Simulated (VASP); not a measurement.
A run of VASP 6.6.1 is set up as follows.

File INCAR:

```
SYSTEM = C
PREC = Accurate
ENCUT = 520
EDIFF = 1E-6
ISMEAR = 0
SIGMA = 0.01
LREAL = .FALSE.
LASPH = .TRUE.
NELM = 60
ALGO = Normal
ISIF = 2
LWAVE = .FALSE.
LCHARG = .TRUE.
GGA = PS
LELF = .TRUE.
LVHAR = .TRUE.
NBANDS = 16
```

The input KPOINTS:

```
Automatic mesh
0
G
  9 9 6
  0 0 0
```

The input POSCAR:

```
C
1.0
    2.4991218368      0.0000000000      0.0000000000
   -1.2495609184      2.1643029978      0.0000000000
    0.0000000000      0.0000000000      4.1189829197
C
4
Direct
    0.3333333333      0.6666666667     -0.0002610710
    0.6666666667      0.3333333333      0.4997389290
    0.3333333333      0.6666666667      0.3742610710
    0.6666666667      0.3333333333      0.8742610710
```

Potentials or basis: VASP PAW PBE potentials, release 64 (C).

Launch:

```console
$ cat potpaw_PBE.64/C/POTCAR > POTCAR
$ mpirun -np 1 vasp_std > vasp.out
```

(1) Estimate the band gap on the k mesh.

(2) Predict the pressure.

Answers

(1) 3.03 eV, indirect (least direct gap 4.81 eV).

(2) 5.8 GPa.

Caveat: the PAW data sets were made with another functional, which shifts forces and pressure a little.
